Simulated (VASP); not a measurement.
ZnO, 4 atoms in the cell. The structure is hexagonal, space group P6_3/mmc (No. 194). Conventional cell: a = 3.358 Å, b = 3.358 Å, c = 5.835 Å, α = 90.00°, β = 90.00°, γ = 120.00°. Zn (site symmetry -6m2) has 3 O at 1.94 Å within 2.6 Å. O (site symmetry -6m2) has 3 Zn at 1.94 Å within 2.6 Å.  This cell differs from its parent crystal: ratio of the length along z to the lengths across it x 0.92, volume and fractional coordinates fixed.

* Program: VASP 6.6.1
* Task: single point
* Functional: PBE
* Dispersion: D3(BJ)
* Potentials or basis: VASP PAW PBE potentials, release 64 (Zn, O)
* Cutoff: 520 eV
* k mesh: 12 × 12 × 6
* Occupations: gaussian, width 0.05 eV
* Spin: no spin polarisation
* Dipole correction: no
* Further INCAR settings: ALGO = Normal; EDIFF = 1e-06; NBANDS = 26

Potentials or basis: VASP PAW PBE potentials, release 64 (Zn, O).

Command:

```sh
$ cat potpaw_PBE.64/Zn/POTCAR potpaw_PBE.64/O/POTCAR > POTCAR
$ mpirun -np 1 vasp_std > vasp.out
```

Hardware: 1 thread of Intel Xeon 8259CL, on a shared host.

Problem. How long does it take, and how much memory?

Solution. It took 3.1 min on 1 thread of Intel Xeon 8259CL, on a shared host, peak memory 0.25 GiB. Counts: scf iterations 15, k points 76.
